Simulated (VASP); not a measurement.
Runs of VASP 6.6.1 on PtS2. The structure is that of space group P4_2/mnm (No. 136), or close to it. The cells are those of the table. 

```csv
task,spin,cell,k mesh,cutoff (eV),gap on the mesh (eV),pressure (GPa),relaxed volume (Å³/atom),largest force (eV/Å)
single point,off,"a = 5.448, b = 5.448, c = 3.827 Å, 6 atoms",4 × 4 × 4,520,none,(b),-,0.01
single point,"collinear, ferromagnetic start","a = 4.294, b = 4.294, c = 8.401 Å, 6 atoms",4 × 4 × 2,520,none,31.3,-,10.82
relaxation of cell and atoms,off,"relaxed from a = 4.294, b = 4.294, c = 8.401 Å, 6 atoms",4 × 4 × 2,600,none,-0.1,(a),0.01
single point,off,"a = 4.294, b = 4.294, c = 8.401 Å, 6 atoms",4 × 4 × 2,520,none,31.3,-,10.83
single point,off,"a = 5.510, b = 5.510, c = 3.779 Å, 6 atoms",4 × 4 × 2,520,none,-0.2,-,0.06
relaxation of cell and atoms,off,"relaxed from a = 5.510, b = 5.510, c = 3.779 Å, 6 atoms",4 × 4 × 4,600,none,-0.2,18.91,0.02
single point,off,"a = 5.451, b = 5.451, c = 3.820 Å, 6 atoms",8 × 8 × 10,520,none,-0.3,-,0.01
```

Alike in all rows: level PBE; potentials or basis VASP PAW PBE potentials, release 64 (Pt, S); smearing gaussian 0.1 eV.

Q: Estimate the missing entries.

A: (a) 28.92; (b) -0.4.

Caveats: some runs use coarse meshes; spin-orbit coupling is left out, which moves the levels of the heavy elements; forces of over 1 eV/Å act on the atoms, so gaps and moduli don't describe the material at rest (some runs).

A k mesh can miss the band edges, and the runs leave out spin-orbit coupling on Pt.

A gap of «none» marks levels without a gap at the run's occupations.
